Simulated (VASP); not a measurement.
# NaTa8O20 (a cell with a defect) in VASP: further runs

The runs below take NaTa8O20 (a cell with a defect) through single point, with PBEsol.

Everything below comes from runs of VASP 6.6.1. Logs are shortened: lines on timing, memory, paths and dates and some standing lists are left out, and cuts for length are marked.

### 1 The cell of the first run

The cell holds a defect, 29 atoms: a = 12.505 Å, b = 6.727 Å, c = 13.272 Å, α = 68.64°, β = 30.07°, γ = 81.29°.

### 2 Single point, PBEsol

File INCAR:

```
SYSTEM = NaTa8O20
PREC = Accurate ; ENCUT = 520
EDIFF = 1E-6 ; ISMEAR = -1
SIGMA = 0.01 ; LREAL = .FALSE.
LASPH = .TRUE. ; NELM = 120
ALGO = Normal ; ISIF = 2
LWAVE = .FALSE. ; LCHARG = .FALSE.
GGA = PS ; NELECT = 216.0
NBANDS = 128 ; GGA_COMPAT = .FALSE.
```

File KPOINTS:

```
Automatic mesh
0
Gamma
  1 1 1
  0.25 0.25 0.25
```

File POSCAR:

```
NaTa8O20
1.0
    0.0000000000     11.9846651800      3.5696847700
    5.7020527300      0.0000000000      3.5696847700
    5.7020527300     11.9846651800      0.0000000000
Ta O Na
8 20 1
Direct
    0.1032881953      0.4025377109      0.7577741571
    0.6001634225      0.9000561330      0.2607046596
    0.3985735730      0.1018314605      0.7465900466
    0.8997202422      0.6036945633      0.2450921712
    0.2379425687      0.2586321043      0.4054266939
    0.7404406787      0.7601146722      0.9029105789
    0.2552156440      0.2456765113      0.1014943102
    0.7616504597      0.7516302883      0.5950602032
    0.3141635354      0.6879122756      0.5799199689
    0.8022457653      0.2002501980      0.0749703182
    0.1950920431      0.8069927741      0.9262893497
    0.6819487769      0.3204790333      0.4297404444
    0.4160534132      0.5861044377      0.1889184416
    0.9202514601      0.0815396271      0.6957586304
    0.0879581150      0.9177782536      0.3052071952
    0.5678233004      0.4378461455      0.8179848272
    0.3986393746      0.0677565931      0.3361667808
    0.9331067814      0.6018818329      0.8018459591
    0.0686977751      0.4120875188      0.2027596054
    0.5919142441      0.9355671258      0.6797587626
    0.1923274435      0.3391276493      0.5705241803
    0.6669197746      0.8129242118      0.0962187280
    0.3088473895      0.1922657617      0.9238624817
    0.8136017154      0.6961677137      0.4193815692
    0.2391825681      0.2391155198      0.7608160250
    0.7626501692      0.7638024026      0.2374851922
    0.2511990206      0.2323805008      0.2547960126
    0.7759006977      0.7547984576      0.7305962069
    0.2012303540      0.8028868425      0.3961394306
```

Potentials or basis: VASP PAW PBE potentials, release 64 (Ta_pv, O, Na_pv).

The run is started by

```sh
> cat potpaw_PBE.64/Ta_pv/POTCAR potpaw_PBE.64/O/POTCAR potpaw_PBE.64/Na_pv/POTCAR > POTCAR
> mpirun -np 1 vasp_std > vasp.out
```

OUTCAR:

```text
SYSTEM = NaTa8O20
   PREC = Accurate
   ENCUT = 520
   EDIFF = 1E-6
   ISMEAR = -1
   LREAL = .FALSE.
   LASPH = .TRUE.
   NELM = 120
   ISIF = 2
   GGA = PS
   NELECT = 216.0

 ion  position               nearest neighbor table
   1  0.103  0.403  0.758-  21 1.85  25 1.90   9 1.92  10 1.92  18 2.05   2 3.55   2 3.59
   2  0.600  0.900  0.261-  22 1.85  26 1.90  10 1.92   9 1.92  17 2.05   1 3.55   1 3.59
   3  0.399  0.102  0.747-  23 1.85  11 1.92  12 1.92  25 1.94  20 2.02   4 3.56   4 3.58
   4  0.900  0.604  0.245-  24 1.85  12 1.92  11 1.92  26 1.94  19 2.02   3 3.56   3 3.58
   5  0.238  0.259  0.405-  17 1.85  14 1.91  27 1.93  13 1.97  21 2.01   6 3.56   6 3.58
   6  0.740  0.760  0.903-  18 1.85  28 1.93  14 1.93  13 1.95  22 2.01   5 3.56   5 3.58
   7  0.255  0.246  0.101-  19 1.84  16 1.91  15 1.95  27 1.96  23 1.99   8 3.53
   8  0.762  0.752  0.595-  20 1.84  16 1.92  15 1.94  28 1.96  24 1.98   7 3.53
   9  0.314  0.688  0.580-   1 1.92   2 1.92
  10  0.802  0.200  0.075-   2 1.92   1 1.92
  11  0.195  0.807  0.926-   3 1.92   4 1.92
  12  0.682  0.320  0.430-   4 1.92   3 1.92
  13  0.416  0.586  0.189-   6 1.95   5 1.97
  14  0.920  0.082  0.696-   5 1.91   6 1.93
[... 12 lines left out ...]
  27  0.251  0.232  0.255-   5 1.93   7 1.96
  28  0.776  0.755  0.731-   6 1.93   8 1.96
  29  0.201  0.803  0.396-

  LATTYP: Found a face centered orthorhombic cell.
 ALAT       =     7.1393695400
 B/A-ratio  =     1.5973546958
 C/A-ratio  =     3.3573455227

  Lattice vectors:

 A1 = (   5.7020527300,  11.9846651800,   0.0000000000)
 A2 = (   0.0000000000,  11.9846651800,   3.5696847700)
 A3 = (   5.7020527300,   0.0000000000,   3.5696847700)

Analysis of symmetry for initial positions (statically):
=====================================================================
 Subroutine PRICEL returns:
 Original cell was already a primitive cell.

 Routine SETGRP: Setting up the symmetry group for a
 face centered orthorhombic supercell.

 Subroutine GETGRP returns: Found  1 space group operations
 (whereof  1 operations were pure point group operations)
 out of a pool of  8 trial point group operations.

The static configuration has the point symmetry C_1 .

Analysis of symmetry for dynamics (positions and initial velocities):
=====================================================================
 Subroutine PRICEL returns:
 Original cell was already a primitive cell.

 Routine SETGRP: Setting up the symmetry group for a
 face centered orthorhombic supercell.

 Subroutine GETGRP returns: Found  1 space group operations
[... 142 lines left out ...]
   ISIF   =      2    stress and relaxation
   ISYM   =      2    0-nonsym 1-usesym 2-fastsym
   POTIM  = 0.5000    time-step for ionic-motion
   TEBEG  =    0.0;   TEEND  =   0.0 temperature during run
   PSTRESS=    0.0 pullay stress
   NELECT =     216.0000    total number of electrons
   NUPDOWN=      -1.0000    fix difference up-down
   EMIN   =  10.00;   EMAX   =-10.00  energy-range for DOS
   EFERMI =   0.00;   METHOD = LEGACY
   ISMEAR =    -1;   SIGMA  =   0.01  broadening in eV -4-tet -1-fermi 0-gaus
   EFERMI_NEDOS =   21; number of points for ismear=-14 and -15
   IALGO  =     38    algorithm
   IMIX   =      4    mixing-type and parameters
     AMIX     =   0.40;   BMIX     =  1.00
     AMIX_MAG =   1.60;   BMIX_MAG =  1.00
  volume/ion in A,a.u.               =      16.82       113.53
  Fermi-wavevector in a.u.,A,eV,Ry     =   1.247729  2.357867 21.181941  1.556829
  Thomas-Fermi vector in A             =   2.381848
   LORBIT       =      0    0 simple, 1 ext, 2 COOP (PROOUT), +10 PAW based schemes
   GGA     = PS    functional components
   LHFCALC =     F    Hartree Fock is set to
   AEXX    =    0.0000 exact exchange contribution
   IVDW    =     0    specifies the selected vdW correction
   LEPSILON=     F    determine dielectric tensor
   LRPA    =     F    only Hartree local field effects (RPA)
 non-spin polarized calculation
  energy-cutoff  :      520.00
  volume of cell :      487.88
 maximum number of plane-waves:     13140
 NGX is ok and might be reduce to    96
   NGX = 47   NGY = 25   NGZ = 49

 number of electron     215.9999999 magnetization

 Free energy of the ion-electron system (eV)
  ---------------------------------------------------
  ext. energy  EPLUGINS =         0.00000000
  ---------------------------------------------------
  free energy    TOTEN  =      -280.88512825 eV

  energy without entropy =     -280.88512016  energy(sigma->0) =     -280.88512421

 E-fermi :   3.0777     XC(G=0):  -8.9400

 val. band max:        2.9727290225   @ k =   0.0000  -0.0000  -0.2500
 cond. band min:       3.1812783940   @ k =   0.0000  -0.0000  -0.2500
 fundamental gap:      0.2085493715
 Fermi energy:         3.0776845252

 k-point     1 :       0.2500    0.2500    0.2500
  band No.  band energies     occupation
      1     -34.3657      2.00000
      2     -34.2846      2.00000
      3     -34.2805      2.00000
      4     -34.2556      2.00000
      5     -34.2269      2.00000
      6     -34.1977      2.00000
[... 481 lines left out ...]
    119       4.3153      0.00000
    120       4.4527      0.00000
 [bands above 120 left out]

------------------------ aborting loop because EDIFF is reached ----------------------------------------

  FORCE on cell =-STRESS in cart. coord.  units (eV):
  Direction    XX          YY          ZZ          XY          YZ          ZX
  --------------------------------------------------------------------------------------
  -------------------------------------------------------------------------------------
  Total        7.6796987      5.7589165     11.9309587      0.8885928     -0.0206108     -0.0003353
  in kB       25.2195751     18.9118655     39.1804058      2.9180745     -0.0676843     -0.0011012
  external PRESSURE =      27.7706155 kB  Pullay stress =       0.0000000 kB

 VOLUME and BASIS-vectors are now :
 -----------------------------------------------------------------------------
  energy-cutoff  :      520.00
  volume of cell :      487.88
      direct lattice vectors                 reciprocal lattice vectors
     0.000000000 11.984665180  3.569684770    -0.087687719  0.041719981  0.140068390
     5.702052730  0.000000000  3.569684770     0.087687719 -0.041719981  0.140068390
     5.702052730 11.984665180  0.000000000     0.087687719  0.041719981 -0.140068390

 POSITION                                       TOTAL-FORCE (eV/Angst)
 -----------------------------------------------------------------------------------
      6.61616     10.31954      1.80564         0.064992     -0.002241     -0.028376
      6.61872     10.31722      5.35531         0.072533      0.003867      0.008661
      4.83774     13.72440      1.78629        -0.033038     -0.031406      0.042705
      4.83983     13.72019      5.36672        -0.056681      0.012549      0.037930
      3.78650      7.71057      1.77262         0.098319     -0.030406      0.197592
      9.48266     19.69501      5.35651         0.137009     -0.030757      0.129633
[... 21 lines left out ...]
      8.46980     18.05486      5.46411         0.009222     -0.018734     -0.031911
      6.83691      7.15928      3.58438         0.000073      0.003971     -0.008437
 -----------------------------------------------------------------------------------
    total drift:                                0.000140     -0.000280      0.000751

  FREE ENERGIE OF THE ION-ELECTRON SYSTEM (eV)
  ---------------------------------------------------
  free  energy   TOTEN  =      -280.8851282529 eV

  energy  without entropy=     -280.8851201619  energy(sigma->0) =     -280.88512421
```

OSZICAR:

```text
N       E                     dE             d eps       ncg     rms          rms(c)
DAV:   1     0.216926445571E+04    0.21693E+04   -0.11830E+05  1040   0.166E+03
DAV:   2    -0.112303020503E+03   -0.22816E+04   -0.22173E+04  1200   0.460E+02
DAV:   3    -0.325209824767E+03   -0.21291E+03   -0.21059E+03  1120   0.146E+02
[... 11 lines left out ...]
DAV:  15    -0.280885104817E+03   -0.19038E-03   -0.15593E-04  1152   0.405E-02    0.178E-02
DAV:  16    -0.280885120981E+03   -0.16164E-04   -0.40011E-05  1432   0.240E-02    0.851E-03
DAV:  17    -0.280885124837E+03   -0.38562E-05   -0.11702E-05  1216   0.119E-02    0.520E-03
DAV:  18    -0.280885127883E+03   -0.30460E-05   -0.46150E-06   928   0.753E-03    0.261E-03
DAV:  19    -0.280885128253E+03   -0.37000E-06   -0.64295E-07   776   0.342E-03
   1 F= -.28088513E+03 E0= -.28088512E+03  d E =-.809091E-05
```

Wall time 12 min (1 thread of Intel Xeon Platinum 8259CL at 2.50GHz (Skylake/Cascade Lake), shared host); peak memory 1 GiB.

What came out:

| Item | Value |
| --- | --- |
| Free energy | -280.8851 eV |
| Largest force | 0.223 eV/Å |

Forces on the atoms (eV/Å):
```
Ta   0.065 -0.002 -0.028
Ta   0.073  0.004  0.009
Ta  -0.033 -0.031  0.043
Ta  -0.057  0.013  0.038
Ta   0.098 -0.030  0.198
Ta   0.137 -0.031  0.130
Ta  -0.155  0.036 -0.093
Ta  -0.136  0.038 -0.065
O    0.090  0.056  0.034
O    0.078  0.029  0.005
O   -0.082 -0.033  0.010
O   -0.071 -0.041 -0.032
O    0.050 -0.037 -0.065
O    0.070 -0.022 -0.133
O   -0.052  0.052  0.076
O   -0.044  0.042  0.095
O   -0.109  0.059 -0.037
O   -0.119  0.071  0.005
O    0.141 -0.086 -0.011
O    0.101 -0.058  0.005
O   -0.101 -0.069 -0.019
O   -0.093 -0.084 -0.025
O    0.086  0.029 -0.018
O    0.115  0.028 -0.019
O   -0.028  0.041 -0.015
O   -0.029  0.026  0.004
O   -0.006  0.015 -0.050
O    0.009 -0.019 -0.032
Na   0.000  0.004 -0.008
```

Levels at points of the mesh, in eV from the Fermi level:
| k point | band 104 | band 105 | band 106 | band 107 | band 108 | band 109 | band 110 | band 111 | band 112 | band 113 |
| --- | --- | --- | --- | --- | --- | --- | --- | --- | --- | --- |
| (0.25, 0.25, 0.25) | -4.18 | -3.98 | -3.73 | -3.59 | -0.11 | 0.11 | 0.24 | 0.57 | 0.70 | 0.79 |

Caveat: the cell carries a net charge on a neutralising background, which shifts energy and pressure; the cell is charged against a uniform background, so pressure and absolute levels hang on convention; the PAW data sets were made with another functional, which shifts forces and pressure a little; spin-orbit coupling is left out, which moves the levels of the heavy elements.

### 3 Single point, PBEsol

File INCAR:

```
SYSTEM = NaTa8O20
PREC = Accurate
ENCUT = 520
EDIFF = 1E-6
ISMEAR = -1
SIGMA = 0.01
LREAL = .FALSE.
LASPH = .TRUE.
NELM = 120
ALGO = Normal
ISIF = 2
LWAVE = .FALSE.
LCHARG = .FALSE.
GGA = PS
NBANDS = 128
GGA_COMPAT = .FALSE.
```

KPOINTS is that of step 2.

File POSCAR:

```
NaTa8O20
1.0
    0.0000000000     11.9846651800      3.5696847700
    5.7020527300      0.0000000000      3.5696847700
    5.7020527300     11.9846651800      0.0000000000
Ta O Na
8 20 1
Direct
    0.1040508192      0.3984942510      0.7576431551
    0.6017636795      0.8965185365      0.2598422654
    0.3971572287      0.1023180287      0.7488813056
    0.8979357937      0.6035087728      0.2479583251
    0.2400854674      0.2554652599      0.4038509141
    0.7423980535      0.7571974366      0.9015560763
    0.2522598672      0.2452503121      0.1046860921
    0.7578246481      0.7507314694      0.5990995882
    0.3143488930      0.6857802170      0.5787107961
    0.8046438677      0.1957075354      0.0744199600
    0.1942207168      0.8061577647      0.9299089191
    0.6831601199      0.3174335956      0.4319838930
    0.4178332065      0.5818617475      0.1882926260
    0.9221091470      0.0773096437      0.6946124643
    0.0838567500      0.9181589875      0.3071637347
    0.5649552963      0.4371204872      0.8199576427
    0.4013812601      0.0688385747      0.3342818761
    0.9314720548      0.5986287207      0.8041304753
    0.0674474759      0.4113101928      0.2062790970
    0.5891944730      0.9334130004      0.6846441119
    0.1897796667      0.3366831928      0.5728920309
    0.6653698373      0.8116167300      0.0975436456
    0.3065606347      0.1923103965      0.9256435042
    0.8090442479      0.6944819782      0.4233009139
    0.2422182245      0.2373611937      0.7579293292
    0.7627714404      0.7586062696      0.2374750645
    0.2521559150      0.2264944537      0.2552451093
    0.7768140387      0.7500221005      0.7308322350
    0.2018065861      0.7989006081      0.3932733509
```

Potentials or basis: VASP PAW PBE potentials, release 64 (Ta_pv, O, Na_pv).

The run is started by

```sh
> cat potpaw_PBE.64/Ta_pv/POTCAR potpaw_PBE.64/O/POTCAR potpaw_PBE.64/Na_pv/POTCAR > POTCAR
> mpirun -np 1 vasp_std > vasp.out
```

It took 12 min on 1 thread of Intel Xeon Platinum 8259CL at 2.50GHz (Skylake/Cascade Lake), shared host; peak memory 1 GiB.

The run converged. Its results:

```
Free energy            : -283.7895 eV
Pressure               : 0.8 GPa
Largest force          : 0.192 eV/Å
Band gap on the k mesh : zero (an odd number of electrons rules out a gap without spin polarisation)
```

Forces in eV/Å, atoms in the order of the input:
```
Ta   0.089 -0.005  0.005
Ta   0.097  0.001  0.013
Ta  -0.055 -0.025  0.004
Ta  -0.081 -0.010  0.001
Ta   0.124 -0.024  0.144
Ta   0.130 -0.034  0.068
Ta  -0.139  0.034 -0.066
Ta  -0.127  0.042 -0.053
O    0.080  0.049  0.010
O    0.082  0.029 -0.001
O   -0.086 -0.026  0.006
O   -0.076 -0.037 -0.004
O    0.055 -0.041 -0.040
O    0.071 -0.033 -0.075
O   -0.065  0.046  0.044
O   -0.052  0.039  0.061
O   -0.131  0.080 -0.037
O   -0.128  0.091 -0.007
O    0.151 -0.085  0.001
O    0.118 -0.066  0.018
O   -0.107 -0.075 -0.011
O   -0.104 -0.084 -0.019
O    0.106  0.045  0.001
O    0.120  0.047  0.002
O   -0.023  0.028 -0.010
O   -0.023  0.026  0.004
O   -0.015  0.000 -0.035
O   -0.006 -0.016 -0.017
Na  -0.006  0.003 -0.005
```

Stress tensor (GPa, compression positive):
```
0.70 0.06 0.00
0.06 0.17 0.01
0.00 0.01 1.45
```

Levels at points of the mesh, in eV from the Fermi level:
```csv
k point,band 104,band 105,band 106,band 107,band 108,band 109,band 110,band 111
"(0.25, 0.25, 0.25)",-4.04,-3.84,-3.57,-3.44,0.00,0.19,0.34,0.68
```

Caveat: the k points lie up to 0.54 Å⁻¹ apart, too coarse for converged energies and pressures of a metal; the PAW data sets were made with another functional, which shifts forces and pressure a little; spin-orbit coupling is left out, which moves the levels of the heavy elements; an odd number of electrons without spin polarisation forces a metal; a magnetic or distorted state may lie lower.

(Part 1 of 2 ends here.)
